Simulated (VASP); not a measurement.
A run of VASP 6.6.1:

File INCAR:

```
ALGO = Normal
EDIFF = 1E-6
ENCUT = 520
GGA = PE
ISIF = 2
ISMEAR = 0
LASPH = True
LCHARG = False
LREAL = False
LWAVE = False
NBANDS = 26
NELM = 60
PREC = Accurate
SIGMA = 0.2
```

Contents of KPOINTS:

```
k-points
0
Gamma
  6 6 2
```

File POSCAR:

```
CsB3N3
1.0
    4.3703875332     -0.0002930749     -0.0539517635
   -2.1855326153      3.7846991865      0.0108146727
   -0.1176318102     -0.0419805066      9.9535086727
Cs B N
1 3 3
Direct
    0.0057578979     -0.0064186648      0.4984765595
    0.3323641221      0.6677689506      0.0002938790
    0.6657598337      0.3344129841      0.0003144834
   -0.0010008247      0.0010043857      0.0002617741
    0.3323516925      0.0011061957      0.0001289569
    0.9990579188      0.3343545403      0.0002586572
    0.6657093598      0.6677716083      0.0002656900
```

Potentials or basis: VASP PAW PBE potentials, release 64 (Cs_sv, B, N).

Run with:

```console
$ cat potpaw_PBE.64/Cs_sv/POTCAR potpaw_PBE.64/B/POTCAR potpaw_PBE.64/N/POTCAR > POTCAR
$ mpirun -np 1 vasp_std > vasp.out
```

Hardware: 1 thread of Intel(R) Xeon(R) 6975P-C (Granite Rapids), with other jobs on the host.

Estimate the wall time of this run.

It took 90 s on 1 thread of Intel(R) Xeon(R) 6975P-C (Granite Rapids), on a shared host, peak memory 0.38 GiB. Counts: scf iterations 15, k points 40.
